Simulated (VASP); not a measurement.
Set up this calculation in VASP 6.6.1, as the native input.

```yaml
Task: single point
Functional: r2SCAN
Potentials_or_basis: VASP PAW PBE potentials, release 64 (Sb)
Cutoff: 520 eV
k_mesh: 16 × 16 × 16
Occupations: gaussian, width 0.15 eV
Spin: no spin polarisation
Dipole_correction: no
Further_INCAR_settings: ALGO = Normal; EDIFF = 1e-06; NBANDS = 8
```

Crystal: Sb.

```
Sb
1.0
     3.00200    0.00000    0.00000
     0.00000    3.00200    0.00000
     0.00000    0.00000    3.31800
Sb
1
Direct
  0.00000 0.00000 0.00000
```

This cell differs from its parent crystal: strain -0.050 along x and y, +0.050 along z.

The input as run:

POSCAR

```
Sb
1.0
    3.0020000000      0.0000000000      0.0000000000
    0.0000000000      3.0020000000      0.0000000000
    0.0000000000      0.0000000000      3.3180000000
Sb
1
Direct
    0.0000000000      0.0000000000      0.0000000000
```

INCAR.step1

```
SYSTEM = Sb
ALGO = Normal ; EDIFF = 1E-4
ENCUT = 520 ; GGA = PE
ISMEAR = 0 ; LASPH = .True.
LCHARG = .False. ; LREAL = .False.
LWAVE = .True. ; NBANDS = 8
NELM = 60 ; PREC = Accurate
SIGMA = 0.15
```

INCAR.step2

```
SYSTEM = Sb
ALGO = Normal ; EDIFF = 1E-6
ENCUT = 520 ; ISIF = 2
ISMEAR = 0 ; ISTART = 1
LASPH = .True. ; LCHARG = .False.
LMIXTAU = .True. ; LREAL = .False.
LWAVE = .False. ; METAGGA = R2SCAN
NBANDS = 8 ; NELM = 60
PREC = Accurate ; SIGMA = 0.15
```

KPOINTS

```
k-points
0
Gamma
  16 16 16
  0 0 0
```

Potentials or basis: VASP PAW PBE potentials, release 64 (Sb).

Run with:

```sh
$ cat potpaw_PBE.64/Sb/POTCAR > POTCAR
$ cp INCAR.step1 INCAR
$ mpirun -np 1 vasp_std > vasp.out
$ cp INCAR.step2 INCAR
$ mpirun -np 1 vasp_std > vasp.out
```

It gave:

```
Pressure               : 0.3 GPa
Band gap on the k mesh : zero (an odd number of electrons rules out a gap without spin polarisation)
```

Caveat: the cell differs from its parent crystal (strain -0.050 along x and y, +0.050 along z); the PAW data sets were made with another functional, which shifts forces and pressure a little; spin-orbit coupling is left out, which moves the levels of the heavy elements.

It took 2.5 min on 1 thread of Intel(R) Xeon(R) Platinum 8259CL CPU @ 2.50GHz (Skylake/Cascade Lake) (shared host), peak memory 0.22 GiB.
